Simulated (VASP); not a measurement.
# Pb (Fd-3m) in VASP: notebook

Runs on Pb. Level: r2SCAN. Tasks: single point.

Program: VASP 6.6.1. These are calculated values, not measurements. Logs are shortened: lines on timing, memory, paths and dates and some standing lists are left out, and cuts for length are marked.

## (1) The cell of the first run

It takes space group Fd-3m (No. 227, cubic). Conventional cell: a = 7.221 Å, b = 7.221 Å, c = 7.221 Å, α = 90.00°, β = 90.00°, γ = 90.00°. Pb (site symmetry -43m) has 4 Pb at 3.13 Å within 4.1 Å.

This isn't the form of Pb at room conditions, which is fcc.

## (2) Single point, r2SCAN (47.06 Å³/atom)

The input, POSCAR:

```
Pb
1.0
    0.0000000000      3.6103427730      3.6103427730
    3.6103427730      0.0000000000      3.6103427730
    3.6103427730      3.6103427730      0.0000000000
Pb
2
Direct
    0.1250000000      0.1250000000      0.1250000000
    0.8750000000      0.8750000000      0.8750000000
```

The input, INCAR.step1:

```
SYSTEM = Pb
ALGO = Normal ; EDIFF = 1E-4
ENCUT = 520 ; GGA = PE
ISMEAR = -1 ; LASPH = .True.
LCHARG = .False. ; LREAL = .False.
LWAVE = .True. ; NBANDS = 21
NELM = 100 ; PREC = Accurate
SIGMA = 0.1
```

The input, INCAR.step2:

```
SYSTEM = Pb
ALGO = Normal ; EDIFF = 1E-6
ENCUT = 520 ; ISIF = 2
ISMEAR = -1 ; ISTART = 1
LASPH = .True. ; LCHARG = .False.
LMIXTAU = .True. ; LREAL = .False.
LWAVE = .False. ; METAGGA = R2SCAN
NBANDS = 21 ; NELM = 100
PREC = Accurate ; SIGMA = 0.1
```

The input, KPOINTS:

```
k-points
0
Gamma
  9 9 9
  0 0 0
```

Potentials or basis: VASP PAW PBE potentials, release 64 (Pb_d).

Started as:

```bash
$ cat potpaw_PBE.64/Pb_d/POTCAR > POTCAR
$ cp INCAR.step1 INCAR
$ mpirun -np 1 vasp_std > vasp.out
$ cp INCAR.step2 INCAR
$ mpirun -np 1 vasp_std > vasp.out
```

OUTCAR:

```text
SYSTEM = Pb
   EDIFF = 1E-6
   ENCUT = 520
   ISIF = 2
   ISMEAR = -1
   ISTART = 1
   LASPH = .True.
   LREAL = .False.
   METAGGA = R2SCAN
   NELM = 100
   PREC = Accurate

 ion  position               nearest neighbor table
   1  0.125  0.125  0.125-   2 3.13   2 3.13   2 3.13   2 3.13
   2  0.875  0.875  0.875-   1 3.13   1 3.13   1 3.13   1 3.13

  LATTYP: Found a face centered cubic cell.
 ALAT       =     7.2206855460

  Lattice vectors:

 A1 = (   0.0000000000,   3.6103427730,   3.6103427730)
 A2 = (   3.6103427730,   0.0000000000,   3.6103427730)
 A3 = (   3.6103427730,   3.6103427730,   0.0000000000)

Analysis of symmetry for initial positions (statically):
=====================================================================
 Subroutine PRICEL returns:
 Original cell was already a primitive cell.

 Routine SETGRP: Setting up the symmetry group for a
 face centered cubic supercell.

 Subroutine GETGRP returns: Found 48 space group operations
 (whereof 12 operations were pure point group operations)
 out of a pool of 48 trial point group operations.

The static configuration has the point symmetry D_3d.
 The point group associated with its full space group is O_h .

Analysis of symmetry for dynamics (positions and initial velocities):
=====================================================================
 Subroutine PRICEL returns:
 Original cell was already a primitive cell.

 Routine SETGRP: Setting up the symmetry group for a
 face centered cubic supercell.

 Subroutine GETGRP returns: Found 48 space group operations
 (whereof 12 operations were pure point group operations)
 out of a pool of 48 trial point group operations.

The dynamic configuration has the point symmetry D_3d.
 The point group associated with its full space group is O_h .

 Subroutine INISYM returns: Found 48 space group operations
 (whereof 12 operations are pure point group operations),
 and found     1 'primitive' translations

----------------------------------------------------------------------------------------

                                     Primitive cell

  volume of cell :      94.1186

  direct lattice vectors                    reciprocal lattice vectors
     0.000000000  3.610342773  3.610342773    -0.138491005  0.138491005  0.138491005
     3.610342773  0.000000000  3.610342773     0.138491005 -0.138491005  0.138491005
     3.610342773  3.610342773  0.000000000     0.138491005  0.138491005 -0.138491005

  length of vectors
     5.105795714  5.105795714  5.105795714     0.239873458  0.239873458  0.239873458

  position of ions in fractional coordinates (direct lattice)
     0.125000000  0.125000000  0.125000000
     0.875000000  0.875000000  0.875000000

  ion indices of the primitive-cell ions
   primitive index   ion index
                 1           1
                 2           2

----------------------------------------------------------------------------------------

 KPOINTS: k-points

Automatic generation of k-mesh.
 Grid dimensions read from file:
 generate k-points for:    9    9    9

 Generating k-lattice:

  Cartesian coordinates                     Fractional coordinates (reciprocal lattice)
    -0.015387889  0.015387889  0.015387889     0.111111111  0.000000000  0.000000000
     0.015387889 -0.015387889  0.015387889     0.000000000  0.111111111  0.000000000
     0.015387889  0.015387889 -0.015387889     0.000000000  0.000000000  0.111111111

  Length of vectors
     0.026652606  0.026652606  0.026652606

  Shift w.r.t. Gamma in fractional coordinates (k-lattice)
     0.000000000  0.000000000  0.000000000

 Subroutine IBZKPT returns following result:
 ===========================================

 Found     35 irreducible k-points:

 Following reciprocal coordinates:
            Coordinates               Weight
  0.000000  0.000000  0.000000      1.000000
  0.111111  0.000000  0.000000      8.000000
  0.222222  0.000000  0.000000      8.000000
  0.333333  0.000000  0.000000      8.000000
  0.444444  0.000000  0.000000      8.000000
  0.111111  0.111111  0.000000      6.000000
[... 16 lines left out ...]
 -0.333333  0.333333  0.000000     12.000000
  0.444444  0.444444  0.000000      6.000000
 [... further k-points ...]
   k-points           NKPTS =     35   k-points in BZ     NKDIM =     35   number of bands    NBANDS=     21
   number of dos      NEDOS =    301   number of ions     NIONS =      2
   total plane-waves  NPLWV =  64000
   dimension x,y,z NGX =    40 NGY =   40 NGZ =   40
   dimension x,y,z NGXF=    80 NGYF=   80 NGZF=   80
   ions per type =               2
   NGX,Y,Z   is equivalent  to a cutoff of  13.02, 13.02, 13.02 a.u.
   NGXF,Y,Z  is equivalent  to a cutoff of  26.05, 26.05, 26.05 a.u.
 SYSTEM =  Pb
   PREC   = accura    normal or accurate (medium, high low for compatibility)
   ISTART =      1    job   : 0-new  1-cont  2-samecut
   ICHARG =      0    charge: 1-file 2-atom 10-const
   ISPIN  =      1    spin polarized calculation?
   LNONCOLLINEAR =      F non collinear calculations
   LSORBIT =      F    spin-orbit coupling
   LASPH  =      T    aspherical Exc in radial PAW
   ENCUT  =  520.0 eV  38.22 Ry    6.18 a.u.   9.49  9.49  9.49*2*pi/ulx,y,z
   NELM   =    100;   NELMIN=  2; NELMDL=  0     # of ELM steps
   EDIFF  = 0.1E-05   stopping-criterion for ELM
   LREAL  =      F    real-space projection
   EDIFFG = 0.1E-04   stopping-criterion for IOM
   NSW    =      0    number of steps for IOM
   IBRION =     -1    ionic relax: 0-MD 1-quasi-New 2-CG
   NFREE  =      0    steps in history (QN), initial steepest desc. (CG)
   ISIF   =      2    stress and relaxation
   ISYM   =      2    0-nonsym 1-usesym 2-fastsym
   POTIM  = 0.5000    time-step for ionic-motion
   TEBEG  =    0.0;   TEEND  =   0.0 temperature during run
   PSTRESS=    0.0 pullay stress
   NELECT =      28.0000    total number of electrons
   NUPDOWN=      -1.0000    fix difference up-down
   EMIN   =  10.00;   EMAX   =-10.00  energy-range for DOS
   EFERMI =   0.00;   METHOD = LEGACY
   ISMEAR =    -1;   SIGMA  =   0.10  broadening in eV -4-tet -1-fermi 0-gaus
   EFERMI_NEDOS =   21; number of points for ismear=-14 and -15
   IALGO  =     38    algorithm
   IMIX   =      4    mixing-type and parameters
     AMIX     =   0.40;   BMIX     =  1.00
     AMIX_MAG =   1.60;   BMIX_MAG =  1.00
  volume/ion in A,a.u.               =      47.06       317.57
  Fermi-wavevector in a.u.,A,eV,Ry     =   1.092871  2.065228 16.250363  1.194368
  Thomas-Fermi vector in A             =   2.229146
   LORBIT       =      0    0 simple, 1 ext, 2 COOP (PROOUT), +10 PAW based schemes
   METAGGA = R2SCAN    functional components
   LHFCALC =     F    Hartree Fock is set to
   AEXX    =    0.0000 exact exchange contribution
   IVDW    =     0    specifies the selected vdW correction
   LEPSILON=     F    determine dielectric tensor
   LRPA    =     F    only Hartree local field effects (RPA)
 non-spin polarized calculation
  energy-cutoff  :      520.00
  volume of cell :       94.12
 maximum number of plane-waves:      2637
 NGX is ok and might be reduce to    40
   NGX = 19   NGY = 19   NGZ = 19

 number of electron      28.0000006 magnetization

 Free energy of the ion-electron system (eV)
  ---------------------------------------------------
  ext. energy  EPLUGINS =         0.00000000
  ---------------------------------------------------
  free energy    TOTEN  =      -112.12453065 eV

  energy without entropy =     -112.10374184  energy(sigma->0) =     -112.11413625

 E-fermi :   2.9673     XC(G=0):  -8.4011

 val. band max:        2.8564990386   @ k =   0.1111   0.1111   0.0000
 cond. band min:       3.0765417206   @ k =  -0.1111   0.1111   0.0000
 fundamental gap:      0.2200426820
 Fermi energy:         2.9673031068

 k-point     1 :       0.0000    0.0000    0.0000
  band No.  band energies     occupation
      1     -14.5744      2.00000
      2     -14.5744      2.00000
      3     -14.5744      2.00000
      4     -14.5143      2.00000
      5     -14.5143      2.00000
      6     -14.1995      2.00000
[... 13 lines left out ...]
     20      11.2649      0.00000
     21      11.2649      0.00000

 k-point     2 :       0.1111    0.0000    0.0000
  band No.  band energies     occupation
      1     -14.5835      2.00000
      2     -14.5835      2.00000
      3     -14.5721      2.00000
      4     -14.5016      2.00000
      5     -14.5016      2.00000
      6     -14.2189      2.00000
[... 13 lines left out ...]
     20      10.5468      0.00000
     21      10.5468      0.00000

 k-point     3 :       0.2222    0.0000    0.0000
  band No.  band energies     occupation
      1     -14.5974      2.00000
      2     -14.5974      2.00000
      3     -14.5659      2.00000
      4     -14.4792      2.00000
      5     -14.4792      2.00000
      6     -14.2399      2.00000
[... 13 lines left out ...]
     20      10.2431      0.00000
     21      10.2431      0.00000

 k-point     4 :       0.3333    0.0000    0.0000
  band No.  band energies     occupation
      1     -14.6066      2.00000
      2     -14.6066      2.00000
      3     -14.5585      2.00000
      4     -14.4618      2.00000
      5     -14.4617      2.00000
      6     -14.2539      2.00000
[... 13 lines left out ...]
     20      10.5322      0.00000
     21      10.5322      0.00000

 k-point     5 :       0.4444    0.0000    0.0000
  band No.  band energies     occupation
      1     -14.6106      2.00000
      2     -14.6106      2.00000
      3     -14.5534      2.00000
      4     -14.4536      2.00000
      5     -14.4536      2.00000
      6     -14.2596      2.00000
[... 13 lines left out ...]
     20      11.0659      0.00000
     21      11.2377      0.00000
[... 382 lines left out ...]
     20      11.3330      0.00000
     21      12.5440      0.00000

 k-point    22 :      -0.4444    0.3333    0.0000
  band No.  band energies     occupation
      1     -14.6450      2.00000
      2     -14.6254      2.00000
      3     -14.5016      2.00000
      4     -14.4125      2.00000
      5     -14.3829      2.00000
      6     -14.3468      2.00000
[... 13 lines left out ...]
     20      11.5602      0.00000
     21      11.9006      0.00000

 k-point    23 :      -0.3333    0.3333    0.0000
  band No.  band energies     occupation
      1     -14.6495      2.00000
      2     -14.6264      2.00000
      3     -14.4947      2.00000
      4     -14.3903      2.00000
      5     -14.3799      2.00000
      6     -14.3643      2.00000
[... 13 lines left out ...]
     20      10.6479      0.00000
     21      12.4042      0.00000

 k-point    24 :       0.4444    0.4444    0.0000
  band No.  band energies     occupation
      1     -14.6249      2.00000
      2     -14.6249      2.00000
      3     -14.5221      2.00000
      4     -14.4626      2.00000
      5     -14.3787      2.00000
      6     -14.3223      2.00000
[... 13 lines left out ...]
     20      11.3549      0.00000
     21      13.1850      0.00000

 [... further k-points ...]

------------------------ aborting loop because EDIFF is reached ----------------------------------------

  FORCE on cell =-STRESS in cart. coord.  units (eV):
  Direction    XX          YY          ZZ          XY          YZ          ZX
  --------------------------------------------------------------------------------------
  -------------------------------------------------------------------------------------
  Total       -1.5308364     -1.5308364     -1.5308364     -0.0000000      0.0000000      0.0000000
  in kB      -26.0593791    -26.0593791    -26.0593791     -0.0000000      0.0000000      0.0000000
  external PRESSURE =     -26.0593791 kB  Pullay stress =       0.0000000 kB

 VOLUME and BASIS-vectors are now :
 -----------------------------------------------------------------------------
  energy-cutoff  :      520.00
  volume of cell :       94.12
      direct lattice vectors                 reciprocal lattice vectors
     0.000000000  3.610342773  3.610342773    -0.138491005  0.138491005  0.138491005
     3.610342773  0.000000000  3.610342773     0.138491005 -0.138491005  0.138491005
     3.610342773  3.610342773  0.000000000     0.138491005  0.138491005 -0.138491005

 POSITION                                       TOTAL-FORCE (eV/Angst)
 -----------------------------------------------------------------------------------
      0.90259      0.90259      0.90259         0.000000      0.000000      0.000000
      6.31810      6.31810      6.31810        -0.000000     -0.000000     -0.000000
 -----------------------------------------------------------------------------------
    total drift:                                0.000000      0.000000     -0.000000

  FREE ENERGIE OF THE ION-ELECTRON SYSTEM (eV)
  ---------------------------------------------------
  free  energy   TOTEN  =      -112.1245306479 eV

  energy  without entropy=     -112.1037418446  energy(sigma->0) =     -112.11413625
```

Run time: 2.8 min. Hardware: 1 thread of AMD EPYC 9R45 (Zen 5), shared host; peak memory 0.24 GiB.

What came out:

| Property | Result |
| --- | --- |
| Free energy | -112.1245 eV |
| Pressure | -2.6 GPa |
| Band gap on the k mesh | zero (bands 14 and 15 overlap by 0.96 eV) |

Levels at points of the mesh, in eV from the Fermi level:
| k point | band 11 | band 12 | band 13 | band 14 | band 15 | band 16 | band 17 | band 18 |
| --- | --- | --- | --- | --- | --- | --- | --- | --- |
| (0.00, 0.00, 0.00) | -10.81 | -4.65 | 0.34 | 0.34 | 0.34 | 2.45 | 2.45 | 2.45 |

Caveat: the PAW data sets were made with another functional, which shifts forces and pressure a little; spin-orbit coupling is left out, which moves the levels of the heavy elements.

## (3) Single point, r2SCAN

This run uses another cell than the first one, of 42.02 Å³/atom.

The input, POSCAR:

```
Pb
1.0
    0.0000000000      3.4765015637      3.4765015637
    3.4765015637      0.0000000000      3.4765015637
    3.4765015637      3.4765015637      0.0000000000
Pb
2
Direct
    0.1250000000      0.1250000000      0.1250000000
    0.8750000000      0.8750000000      0.8750000000
```

The input, INCAR.step1:

```
PREC = Accurate ; ENCUT = 520
ISMEAR = -1 ; SIGMA = 0.1
LREAL = False ; LASPH = True
NELM = 100 ; NBANDS = 21
GGA = PE ; ALGO = Normal
EDIFF = 1E-4 ; LWAVE = True
LCHARG = False
```

The input, INCAR.step2:

```
PREC = Accurate ; ENCUT = 520
EDIFF = 1E-6 ; ISMEAR = -1
SIGMA = 0.1 ; LREAL = False
LASPH = True ; NELM = 100
ALGO = Normal ; ISIF = 2
LWAVE = False ; LCHARG = False
METAGGA = R2SCAN ; LMIXTAU = True
NBANDS = 21 ; ISTART = 1
```

The input, KPOINTS:

```
regular mesh
0
Gamma
  13 13 13
```

Potentials or basis: VASP PAW PBE potentials, release 64 (Pb_d).

Started as:

```bash
$ cat potpaw_PBE.64/Pb_d/POTCAR > POTCAR
$ cp INCAR.step1 INCAR
$ mpirun -np 1 vasp_std > vasp.out
$ cp INCAR.step2 INCAR
$ mpirun -np 1 vasp_std > vasp.out
```

Run time: 6 min. Hardware: 1 thread of AMD EPYC 9R45 (Zen 5), shared host; peak memory 0.29 GiB.

It converged, with:

```yaml
Free_energy: -112.2112 eV
Pressure: 0.0 GPa
Band_gap_on_the_k_mesh: zero (bands 14 and 15 overlap by 1.14 eV)
```

Levels at points of the mesh, in eV from the Fermi level:
```csv
k point,band 10,band 11,band 12,band 13,band 14,band 15,band 16,band 17,band 18,band 19
"(0.00, 0.00, 0.00)",-17.16,-11.40,-4.02,0.41,0.41,0.41,2.57,2.57,2.57,4.45
```

Caveat: the PAW data sets were made with another functional, which shifts forces and pressure a little; spin-orbit coupling is left out, which moves the levels of the heavy elements.

The gap in the log of VASP goes by the Fermi energy; the results here count the filled bands.